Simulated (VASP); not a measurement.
# RbCl (Fm-3m) in VASP: single point with PBE

Aim: the single point of RbCl with PBE.

Program: VASP 6.6.1. These are calculated values, not measurements. Logs are shortened: lines on timing, memory, paths and dates and some standing lists are left out, and cuts for length are marked.

## Step 1: The cell of the first run

Symmetry: Fm-3m, No. 225, cubic system. The conventional cell has a = 6.548 Å, b = 6.548 Å, c = 6.548 Å, α = 90.00°, β = 90.00°, γ = 90.00°. Rb (site symmetry m-3m) has 6 Cl at 3.27 Å within 4.3 Å. Within 4.3 Å of Cl (site symmetry m-3m) lie 6 Rb at 3.27 Å.

## Step 2: Single point, PBE

INCAR

```
SYSTEM = RbCl
PREC = Accurate
ENCUT = 500
EDIFF = 1E-6
ISMEAR = 0
SIGMA = 0.1
LREAL = .FALSE.
LASPH = .TRUE.
NELM = 120
ALGO = Normal
ISIF = 2
LWAVE = .FALSE.
LCHARG = .FALSE.
GGA = PE
NBANDS = 15
GGA_COMPAT = .FALSE.
```

KPOINTS

```
Automatic mesh
0
G
  6 6 6
  0 0 0
```

POSCAR

```
RbCl
1.0
    0.0000000000      3.2740000000      3.2740000000
    3.2740000000      0.0000000000      3.2740000000
    3.2740000000      3.2740000000      0.0000000000
Rb Cl
1 1
Direct
    0.0000000000      0.0000000000      0.0000000000
    0.5000000000      0.5000000000      0.5000000000
```

Potentials or basis: VASP PAW PBE potentials, release 64 (Rb_sv, Cl).

Launch:

```
$ cat potpaw_PBE.64/Rb_sv/POTCAR potpaw_PBE.64/Cl/POTCAR > POTCAR
$ mpirun -np 1 vasp_std > vasp.out
```

OUTCAR:

```text
SYSTEM = RbCl
   PREC = Accurate
   ENCUT = 500
   EDIFF = 1E-6
   ISMEAR = 0
   LREAL = .FALSE.
   LASPH = .TRUE.
   NELM = 120
   ISIF = 2
   GGA = PE

 ion  position               nearest neighbor table
   1  0.000  0.000  0.000-   2 3.27   2 3.27   2 3.27   2 3.27   2 3.27   2 3.27
   2  0.500  0.500  0.500-   1 3.27   1 3.27   1 3.27   1 3.27   1 3.27   1 3.27

  LATTYP: Found a face centered cubic cell.
 ALAT       =     6.5480000000

  Lattice vectors:

 A1 = (   0.0000000000,   3.2740000000,   3.2740000000)
 A2 = (   3.2740000000,   0.0000000000,   3.2740000000)
 A3 = (   3.2740000000,   3.2740000000,   0.0000000000)

Analysis of symmetry for initial positions (statically):
=====================================================================
 Subroutine PRICEL returns:
 Original cell was already a primitive cell.

 Routine SETGRP: Setting up the symmetry group for a
 face centered cubic supercell.

 Subroutine GETGRP returns: Found 48 space group operations
 (whereof 48 operations were pure point group operations)
 out of a pool of 48 trial point group operations.

The static configuration has the point symmetry O_h .

Analysis of symmetry for dynamics (positions and initial velocities):
=====================================================================
 Subroutine PRICEL returns:
 Original cell was already a primitive cell.

 Routine SETGRP: Setting up the symmetry group for a
 face centered cubic supercell.

 Subroutine GETGRP returns: Found 48 space group operations
 (whereof 48 operations were pure point group operations)
 out of a pool of 48 trial point group operations.

The dynamic configuration has the point symmetry O_h .

 Subroutine INISYM returns: Found 48 space group operations
 (whereof 48 operations are pure point group operations),
 and found     1 'primitive' translations

----------------------------------------------------------------------------------------

                                     Primitive cell

  volume of cell :      70.1885

  direct lattice vectors                    reciprocal lattice vectors
     0.000000000  3.274000000  3.274000000    -0.152718387  0.152718387  0.152718387
     3.274000000  0.000000000  3.274000000     0.152718387 -0.152718387  0.152718387
     3.274000000  3.274000000  0.000000000     0.152718387  0.152718387 -0.152718387

  length of vectors
     4.630135203  4.630135203  4.630135203     0.264516006  0.264516006  0.264516006

  position of ions in fractional coordinates (direct lattice)
     0.000000000  0.000000000  0.000000000
     0.500000000  0.500000000  0.500000000

  ion indices of the primitive-cell ions
   primitive index   ion index
                 1           1
                 2           2

----------------------------------------------------------------------------------------

 KPOINTS: Automatic mesh

Automatic generation of k-mesh.
 Grid dimensions read from file:
 generate k-points for:    6    6    6

 Generating k-lattice:

  Cartesian coordinates                     Fractional coordinates (reciprocal lattice)
    -0.025453065  0.025453065  0.025453065     0.166666667  0.000000000  0.000000000
     0.025453065 -0.025453065  0.025453065     0.000000000  0.166666667  0.000000000
     0.025453065  0.025453065 -0.025453065     0.000000000  0.000000000  0.166666667

  Length of vectors
     0.044086001  0.044086001  0.044086001

  Shift w.r.t. Gamma in fractional coordinates (k-lattice)
     0.000000000  0.000000000  0.000000000

 Subroutine IBZKPT returns following result:
 ===========================================

 Found     16 irreducible k-points:

 Following reciprocal coordinates:
            Coordinates               Weight
  0.000000  0.000000  0.000000      1.000000
  0.166667  0.000000  0.000000      8.000000
  0.333333  0.000000  0.000000      8.000000
  0.500000  0.000000  0.000000      4.000000
  0.166667  0.166667  0.000000      6.000000
  0.333333  0.166667  0.000000     24.000000
[... 8 lines left out ...]
 -0.333333  0.333333  0.166667     24.000000
 -0.333333  0.500000  0.166667     12.000000
   k-points           NKPTS =     16   k-points in BZ     NKDIM =     16   number of bands    NBANDS=     15
   number of dos      NEDOS =    301   number of ions     NIONS =      2
   total plane-waves  NPLWV =  46656
   dimension x,y,z NGX =    36 NGY =   36 NGZ =   36
   dimension x,y,z NGXF=    72 NGYF=   72 NGZF=   72
   ions per type =               1   1
   NGX,Y,Z   is equivalent  to a cutoff of  12.93, 12.93, 12.93 a.u.
   NGXF,Y,Z  is equivalent  to a cutoff of  25.85, 25.85, 25.85 a.u.
 SYSTEM =  RbCl
   PREC   = accura    normal or accurate (medium, high low for compatibility)
   ISTART =      0    job   : 0-new  1-cont  2-samecut
   ICHARG =      2    charge: 1-file 2-atom 10-const
   ISPIN  =      1    spin polarized calculation?
   LNONCOLLINEAR =      F non collinear calculations
   LSORBIT =      F    spin-orbit coupling
   LASPH  =      T    aspherical Exc in radial PAW
   ENCUT  =  500.0 eV  36.75 Ry    6.06 a.u.   8.44  8.44  8.44*2*pi/ulx,y,z
   NELM   =    120;   NELMIN=  2; NELMDL= -5     # of ELM steps
   EDIFF  = 0.1E-05   stopping-criterion for ELM
   LREAL  =      F    real-space projection
   EDIFFG = 0.1E-04   stopping-criterion for IOM
   NSW    =      0    number of steps for IOM
   IBRION =     -1    ionic relax: 0-MD 1-quasi-New 2-CG
   NFREE  =      0    steps in history (QN), initial steepest desc. (CG)
   ISIF   =      2    stress and relaxation
   ISYM   =      2    0-nonsym 1-usesym 2-fastsym
   POTIM  = 0.5000    time-step for ionic-motion
   TEBEG  =    0.0;   TEEND  =   0.0 temperature during run
   PSTRESS=    0.0 pullay stress
   NELECT =      16.0000    total number of electrons
   NUPDOWN=      -1.0000    fix difference up-down
   EMIN   =  10.00;   EMAX   =-10.00  energy-range for DOS
   EFERMI =   0.00;   METHOD = LEGACY
   ISMEAR =     0;   SIGMA  =   0.10  broadening in eV -4-tet -1-fermi 0-gaus
   EFERMI_NEDOS =   21; number of points for ismear=-14 and -15
   IALGO  =     38    algorithm
   IMIX   =      4    mixing-type and parameters
     AMIX     =   0.40;   BMIX     =  1.00
     AMIX_MAG =   1.60;   BMIX_MAG =  1.00
  volume/ion in A,a.u.               =      35.09       236.83
  Fermi-wavevector in a.u.,A,eV,Ry     =   1.000060  1.889840 13.607465  1.000120
  Thomas-Fermi vector in A             =   2.132392
   LORBIT       =      0    0 simple, 1 ext, 2 COOP (PROOUT), +10 PAW based schemes
   GGA     = PE    functional components
   LHFCALC =     F    Hartree Fock is set to
   AEXX    =    0.0000 exact exchange contribution
   IVDW    =     0    specifies the selected vdW correction
   LEPSILON=     F    determine dielectric tensor
   LRPA    =     F    only Hartree local field effects (RPA)
 non-spin polarized calculation
 Gauss-broadening in eV      SIGMA  =   0.10
  energy-cutoff  :      500.00
  volume of cell :       70.19
 maximum number of plane-waves:      1807
 NGX is ok and might be reduce to    36
   NGX = 17   NGY = 17   NGZ = 17

 number of electron      16.0000001 magnetization

 Free energy of the ion-electron system (eV)
  ---------------------------------------------------
  ext. energy  EPLUGINS =         0.00000000
  ---------------------------------------------------
  free energy    TOTEN  =        -6.65811511 eV

  energy without entropy =       -6.65811511  energy(sigma->0) =       -6.65811511

 E-fermi :  -1.3764     XC(G=0):  -7.4134

 val. band max:       -1.8203830555   @ k =   0.0000   0.0000   0.0000
 cond. band min:       3.2264000404   @ k =   0.0000   0.0000   0.0000
 fundamental gap:      5.0467830958
 Fermi energy:        -1.3764295211

 k-point     1 :       0.0000    0.0000    0.0000
  band No.  band energies     occupation
      1     -25.7070      2.00000
      2     -13.8324      2.00000
      3      -9.7558      2.00000
      4      -9.7558      2.00000
      5      -9.7558      2.00000
      6      -1.8204      2.00000
      7      -1.8204      2.00000
      8      -1.8204      2.00000
      9       3.2264      0.00000
     10       6.1833      0.00000
     11       6.1833      0.00000
     12       6.1833      0.00000
     13       7.1766      0.00000
     14       7.1766      0.00000
     15      10.3366      0.00000

 k-point     2 :       0.1667    0.0000    0.0000
  band No.  band energies     occupation
      1     -25.7027      2.00000
      2     -13.8494      2.00000
      3      -9.7590      2.00000
      4      -9.7590      2.00000
      5      -9.7480      2.00000
      6      -2.0833      2.00000
      7      -1.9135      2.00000
      8      -1.9135      2.00000
      9       3.8562      0.00000
     10       6.0150      0.00000
     11       6.5335      0.00000
     12       6.5335      0.00000
     13       7.5938      0.00000
     14       7.5938      0.00000
     15      11.4080      0.00000

 k-point     3 :       0.3333    0.0000    0.0000
  band No.  band energies     occupation
      1     -25.6941      2.00000
      2     -13.8832      2.00000
      3      -9.7652      2.00000
      4      -9.7652      2.00000
      5      -9.7330      2.00000
      6      -2.5176      2.00000
      7      -2.0892      2.00000
      8      -2.0892      2.00000
      9       5.2046      0.00000
     10       6.0228      0.00000
     11       7.5011      0.00000
     12       7.5011      0.00000
     13       8.6509      0.00000
     14       8.6509      0.00000
     15      11.1305      0.00000
[... 199 lines left out ...]
 k-point    15 :      -0.3333    0.3333    0.1667
  band No.  band energies     occupation
      1     -25.6860      2.00000
      2     -13.8390      2.00000
      3      -9.9027      2.00000
      4      -9.8949      2.00000
      5      -9.7444      2.00000
      6      -2.3762      2.00000
      7      -2.0956      2.00000
      8      -2.0866      2.00000
      9       5.9138      0.00000
     10       5.9796      0.00000
     11       7.7937      0.00000
     12       7.8818      0.00000
     13       9.2597      0.00000
     14       9.8750      0.00000
     15      10.2965      0.00000

 k-point    16 :      -0.3333    0.5000    0.1667
  band No.  band energies     occupation
      1     -25.6848      2.00000
      2     -13.8094      2.00000
      3      -9.9870      2.00000
      4      -9.9042      2.00000
      5      -9.7725      2.00000
      6      -2.1900      2.00000
      7      -2.1048      2.00000
      8      -1.9984      2.00000
      9       5.0903      0.00000
     10       6.7851      0.00000
     11       7.0653      0.00000
     12       8.0993      0.00000
     13       9.0914      0.00000
     14      10.0085      0.00000
     15      10.5467      0.00000

------------------------ aborting loop because EDIFF is reached ----------------------------------------

  FORCE on cell =-STRESS in cart. coord.  units (eV):
  Direction    XX          YY          ZZ          XY          YZ          ZX
  --------------------------------------------------------------------------------------
  -------------------------------------------------------------------------------------
  Total        0.5041963      0.5041963      0.5041963     -0.0000000     -0.0000000     -0.0000000
  in kB       11.5091763     11.5091763     11.5091763     -0.0000000     -0.0000000     -0.0000000
  external PRESSURE =      11.5091763 kB  Pullay stress =       0.0000000 kB

 VOLUME and BASIS-vectors are now :
 -----------------------------------------------------------------------------
  energy-cutoff  :      500.00
  volume of cell :       70.19
      direct lattice vectors                 reciprocal lattice vectors
     0.000000000  3.274000000  3.274000000    -0.152718387  0.152718387  0.152718387
     3.274000000  0.000000000  3.274000000     0.152718387 -0.152718387  0.152718387
     3.274000000  3.274000000  0.000000000     0.152718387  0.152718387 -0.152718387

 POSITION                                       TOTAL-FORCE (eV/Angst)
 -----------------------------------------------------------------------------------
      0.00000      0.00000      0.00000         0.000000     -0.000000      0.000000
      3.27400      3.27400      3.27400        -0.000000      0.000000     -0.000000
 -----------------------------------------------------------------------------------
    total drift:                                0.000000      0.000000      0.000000

  FREE ENERGIE OF THE ION-ELECTRON SYSTEM (eV)
  ---------------------------------------------------
  free  energy   TOTEN  =        -6.6581151127 eV

  energy  without entropy=       -6.6581151127  energy(sigma->0) =       -6.65811511
```

Wall time 19 s (1 thread of Intel Xeon Platinum 8488C (Sapphire Rapids), shared host); peak memory 0.2 GiB.

What came out:

| Property | Result |
| --- | --- |
| Free energy | -6.6581 eV |
| Pressure | 1.2 GPa |
| Band gap on the k mesh | 5.05 eV |

PBE gaps usually lie below the measured ones, often by a third to a half.
